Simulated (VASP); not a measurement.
Here is a VASP 6.6.1 calculation.

File INCAR:

```
PREC = Accurate ; ENCUT = 600
EDIFF = 1E-6 ; ISMEAR = -1
SIGMA = 0.08 ; LREAL = F
LASPH = T ; NELM = 60
ALGO = Normal ; ISIF = 3
LWAVE = F ; LCHARG = F
GGA = PS ; IBRION = 2
NSW = 60 ; EDIFFG = -0.005
```

KPOINTS

```
Automatic mesh
0
Gamma
  16 16 16
```

POSCAR

```
Tl
1.0
   -1.9263637944      1.9263637944      1.9263637944
    1.9263637944     -1.9263637944      1.9263637944
    1.9263637944      1.9263637944     -1.9263637944
Tl
1
Direct
    0.0000000000      0.0000000000      0.0000000000
```

Potentials or basis: VASP PAW PBE potentials, release 64 (Tl_d).

Run with:

```console
$ cat potpaw_PBE.64/Tl_d/POTCAR > POTCAR
$ mpirun -np 1 vasp_std > vasp.out
```

**Question.** Estimate the band gap on the k mesh.

**Answer.** Zero (an odd number of electrons rules out a gap without spin polarisation).

Final structure:
```
Tl
1.0
    -1.92636    1.92636    1.92636
     1.92636   -1.92636    1.92636
     1.92636    1.92636   -1.92636
Tl
1
Cartesian
  0.0000 0.0000 0.0000
```

Caveat: the relaxation stopped at its first step, so nothing moved; spin-orbit coupling is left out, which moves the levels of the heavy elements.
